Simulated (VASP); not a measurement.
# Hf3O7 in VASP: single point with PBEsol

Aim: the single point of Hf3O7 with PBEsol.

All numbers are computed with VASP 6.6.1; they aren't measurements. Logs are shortened: lines on timing, memory, paths and dates and some standing lists are left out, and cuts for length are marked.

**1. The cell of the first run**

The cell holds a slab with vacuum, 10 atoms: a = 3.567 Å, b = 3.567 Å, c = 26.280 Å, α = 90.00°, β = 90.00°, γ = 120.00°.

**2. Single point, PBEsol, collinear spin**

File INCAR:

```
SYSTEM = Hf3O7
ALGO = Normal
DIPOL = 0.5 0.5 0.481
EDIFF = 1E-6
ENCUT = 520
GGA = PS
IDIPOL = 3
ISIF = 2
ISMEAR = 0
ISPIN = 2
LASPH = .TRUE.
LCHARG = .FALSE.
LDIPOL = .TRUE.
LMAXMIX = 4
LORBIT = 11
LREAL = .FALSE.
LWAVE = .FALSE.
MAGMOM = 0 0 0 0 0 0 2 0 0 0
NBANDS = 51
NELM = 150
PREC = Accurate
SIGMA = 0.05
```

File KPOINTS:

```
k-points
0
G
  9 9 1
  0 0 0
```

File POSCAR:

```
Hf3O7
1.0
    3.5665804208      0.0000000000      0.0000000000
   -1.7832902104      3.0887492490      0.0000000000
    0.0000000000      0.0000000000     26.2802517979
O Hf
7 3
Direct
    0.0000000000      0.0000000000      0.3234367793
    0.3333333333      0.6666666667      0.3788415133
    0.6666666667      0.3333333333      0.4342462473
    0.0000000000      0.0000000000      0.4889874842
    0.3333333333      0.6666666667      0.5455678537
    0.6666666667      0.3333333333      0.6014736792
    0.0000000000      0.0000000000      0.6532272448
    0.6666666667      0.3333333333      0.3511391462
    0.3333333333      0.6666666667      0.4613882094
    0.0000000000      0.0000000000      0.5737377480
```

Potentials or basis: VASP PAW PBE potentials, release 64 (O, Hf_pv).

Run with:

```bash
cat potpaw_PBE.64/O/POTCAR potpaw_PBE.64/Hf_pv/POTCAR > POTCAR
mpirun -np 1 vasp_std > vasp.out
```

OUTCAR:

```text
SYSTEM = Hf3O7
   EDIFF = 1E-6
   ENCUT = 520
   GGA = PS
   ISIF = 2
   ISMEAR = 0
   ISPIN = 2
   LASPH = .TRUE.
   LORBIT = 11
   LREAL = .FALSE.
   NELM = 150
   PREC = Accurate

 ion  position               nearest neighbor table
   1  0.000  0.000  0.323-   8 2.18   8 2.18   8 2.18
   2  0.333  0.667  0.379-   9 2.17   8 2.18   8 2.18   8 2.18
   3  0.667  0.333  0.434-   9 2.18   9 2.18   9 2.18   8 2.18
   4  0.000  0.000  0.489-   9 2.18   9 2.18   9 2.18  10 2.23
   5  0.333  0.667  0.546-  10 2.19  10 2.19  10 2.19   9 2.21
   6  0.667  0.333  0.601-  10 2.18  10 2.18  10 2.18
   7  0.000  0.000  0.653-  10 2.09
   8  0.667  0.333  0.351-   1 2.18   1 2.18   1 2.18   2 2.18   2 2.18   2 2.18   3 2.18   9 3.55
                             9 3.55   9 3.55
   9  0.333  0.667  0.461-   2 2.17   3 2.18   3 2.18   3 2.18   4 2.18   4 2.18   4 2.18   5 2.21
                             8 3.55   8 3.55   8 3.55  10 3.60  10 3.60  10 3.60
  10  0.000  0.000  0.574-   7 2.09   6 2.18   6 2.18   6 2.18   5 2.19   5 2.19   5 2.19   4 2.23
                             9 3.60   9 3.60   9 3.60

  LATTYP: Found a hexagonal cell.
 ALAT       =     3.5665804208
 C/A-ratio  =     7.3684730743

  Lattice vectors:

 A1 = (   3.5665804208,   0.0000000000,   0.0000000000)
 A2 = (  -1.7832902104,   3.0887492490,   0.0000000000)
 A3 = (   0.0000000000,   0.0000000000,  26.2802517979)

Analysis of symmetry for initial positions (statically):
=====================================================================
 Subroutine PRICEL returns:
 Original cell was already a primitive cell.

 Routine SETGRP: Setting up the symmetry group for a
 hexagonal supercell.

 Subroutine GETGRP returns: Found  6 space group operations
 (whereof  6 operations were pure point group operations)
 out of a pool of 24 trial point group operations.

The static configuration has the point symmetry C_3v.

Analysis of symmetry for dynamics (positions and initial velocities):
=====================================================================
 Subroutine PRICEL returns:
 Original cell was already a primitive cell.

 Routine SETGRP: Setting up the symmetry group for a
 hexagonal supercell.

 Subroutine GETGRP returns: Found  6 space group operations
 (whereof  6 operations were pure point group operations)
 out of a pool of 24 trial point group operations.

The dynamic configuration has the point symmetry C_3v.

[... 171 lines left out ...]
 cond. band min:      -2.9312411029   @ k =   0.0000   0.0000   0.0000
 fundamental gap:      0.5563282166
 Fermi energy:        -3.2673929223

 spin component 1

 k-point     1 :       0.0000    0.0000    0.0000
  band No.  band energies     occupation
      1     -33.2770      1.00000
      2     -33.0370      1.00000
      3     -32.8594      1.00000
      4     -32.8594      1.00000
      5     -32.8300      1.00000
      6     -32.8300      1.00000
[... 601 lines left out ...]
     47       4.3113      0.00000
     48       4.3809      0.00000
 Fermi energy:        -3.2673929223

 spin component 2

 k-point     1 :       0.0000    0.0000    0.0000
  band No.  band energies     occupation
      1     -33.2771      1.00000
      2     -33.0418      1.00000
      3     -32.8595      1.00000
      4     -32.8595      1.00000
      5     -32.8346      1.00000
      6     -32.8301      1.00000
[... 601 lines left out ...]
     47       4.3133      0.00000
     48       4.4113      0.00000
 [bands above 48 left out]

------------------------ aborting loop because EDIFF is reached ----------------------------------------

 vacuum level on the upper side and lower side of the slab       (xc-potential included)         0.887        -1.128

  FORCE on cell =-STRESS in cart. coord.  units (eV):
  Direction    XX          YY          ZZ          XY          YZ          ZX
  --------------------------------------------------------------------------------------
  -------------------------------------------------------------------------------------
  Total       -7.2833493     -7.2833493     -2.7352717      0.0000000      0.0000000      0.0000000
  in kB      -40.3067260    -40.3067260    -15.1372458      0.0000000      0.0000000      0.0000000
  external PRESSURE =     -31.9168993 kB  Pullay stress =       0.0000000 kB

 VOLUME and BASIS-vectors are now :
 -----------------------------------------------------------------------------
  energy-cutoff  :      520.00
  volume of cell :      289.51
      direct lattice vectors                 reciprocal lattice vectors
     3.566580421  0.000000000  0.000000000     0.280380612  0.161877822  0.000000000
    -1.783290210  3.088749249  0.000000000     0.000000000  0.323755643  0.000000000
     0.000000000  0.000000000 26.280251798     0.000000000  0.000000000  0.038051386

 POSITION                                       TOTAL-FORCE (eV/Angst)
 -----------------------------------------------------------------------------------
      0.00000      0.00000      8.50000         0.000000      0.000000     -0.508209
     -0.00000      2.05917      9.95605         0.000000     -0.000000      0.274574
      1.78329      1.02958     11.41210        -0.000000      0.000000     -0.641157
      0.00000      0.00000     12.85071         0.000000      0.000000      0.019995
     -0.00000      2.05917     14.33766         0.000000      0.000000      0.016722
      1.78329      1.02958     15.80688         0.000000      0.000000     -0.093275
      0.00000      0.00000     17.16698         0.000000      0.000000     -0.089247
      1.78329      1.02958      9.22803         0.000000      0.000000      1.140117
     -0.00000      2.05917     12.12540        -0.000000      0.000000     -0.048697
      0.00000      0.00000     15.07797         0.000000      0.000000     -0.070823
 -----------------------------------------------------------------------------------
    total drift:                                0.000000     -0.000000      0.014265

  FREE ENERGIE OF THE ION-ELECTRON SYSTEM (eV)
  ---------------------------------------------------
  free  energy   TOTEN  =       -96.5274607051 eV

  energy  without entropy=      -96.5274607051  energy(sigma->0) =      -96.52746071

 vacuum level on the upper side and lower side of the slab         4.757         2.727

 total charge

# of ion       s       p       d       tot
------------------------------------------
    1        1.552   3.456   0.000   5.008
    2        1.557   3.539   0.000   5.096
    3        1.557   3.535   0.000   5.093
    4        1.557   3.533   0.000   5.090
    5        1.558   3.521   0.000   5.079
    6        1.573   3.379   0.000   4.952
    7        1.617   3.063   0.000   4.680
    8        0.293   6.539   1.361   8.193
    9        0.300   6.603   1.406   8.310
   10        0.306   6.614   1.435   8.356
--------------------------------------------------
tot         11.871  43.783   4.203  59.857

 magnetization (x)

# of ion       s       p       d       tot
------------------------------------------
    1        0.000   0.001   0.000   0.001
    2        0.000   0.002   0.000   0.002
    3        0.000   0.003   0.000   0.003
    4        0.000   0.010   0.000   0.010
    5        0.002   0.065   0.000   0.066
    6        0.013   0.404   0.000   0.417
    7        0.012   1.187   0.000   1.199
    8       -0.000  -0.000  -0.000  -0.000
    9       -0.000   0.000  -0.001  -0.001
   10       -0.005  -0.003  -0.033  -0.041
--------------------------------------------------
tot          0.022   1.668  -0.034   1.655
```

OSZICAR:

```text
N       E                     dE             d eps       ncg     rms          rms(c)
DAV:   1     0.547778705281E+03    0.54778E+03   -0.37274E+04  2768   0.123E+03
DAV:   2    -0.585650962134E+02   -0.60634E+03   -0.58917E+03  3208   0.335E+02
DAV:   3    -0.110856864799E+03   -0.52292E+02   -0.51678E+02  2952   0.926E+01
[... 12 lines left out ...]
DAV:  94    -0.965274144433E+02   -0.53370E-04   -0.50865E-06  2812   0.102E-02    0.140E-01
DAV:  95    -0.965274981424E+02   -0.83699E-04   -0.14970E-06  2360   0.120E-02    0.152E-01
DAV:  96    -0.965274608730E+02    0.37269E-04   -0.38714E-06  2529   0.214E-02    0.168E-01
DAV:  97    -0.965274595196E+02    0.13534E-05   -0.11201E-06  1968   0.458E-03    0.167E-01
DAV:  98    -0.965274611154E+02   -0.15958E-05   -0.99623E-08  1802   0.178E-03    0.166E-01
DAV:  99    -0.965274607051E+02    0.41025E-06   -0.28354E-08  1802   0.786E-04
   1 F= -.96527461E+02 E0= -.96527461E+02  d E =-.696629E-11  mag=     2.0019
```

Wall time 1.6 h (1 thread of Intel Xeon 8259CL, shared host); peak memory 0.66 GiB.

What came out:

```
Free energy                                           : -96.5275 eV
Largest force                                         : 1.140 eV/Å
Band gap on the k mesh                                : 0.56 eV (least direct gap 0.78 eV)
Net moment                                            : 2.00 μB per cell
Site moments                                          : O +0.00, +0.01, +0.07, +0.42, +1.20 (each value once); Hf -0.00, -0.04 (each value once) μB
Valence electrons inside the program's atomic spheres : O 5.01, 5.10, 5.09, 5.08, 4.95, 4.68 (each value once); Hf 8.19, 8.31, 8.36
```

Forces in eV/Å, atoms in the order of the input:
```
O    0.000  0.000 -0.508
O    0.000  0.000  0.275
O    0.000  0.000 -0.641
O    0.000  0.000  0.020
O    0.000  0.000  0.017
O    0.000  0.000 -0.093
O    0.000  0.000 -0.089
Hf   0.000  0.000  1.140
Hf   0.000  0.000 -0.049
Hf   0.000  0.000 -0.071
```

Caveat: semilocal functionals underestimate gaps, and a narrow one can read as zero; the PAW data sets were made with another functional, which shifts forces and pressure a little; spin-orbit coupling is left out, which moves the levels of the heavy elements.
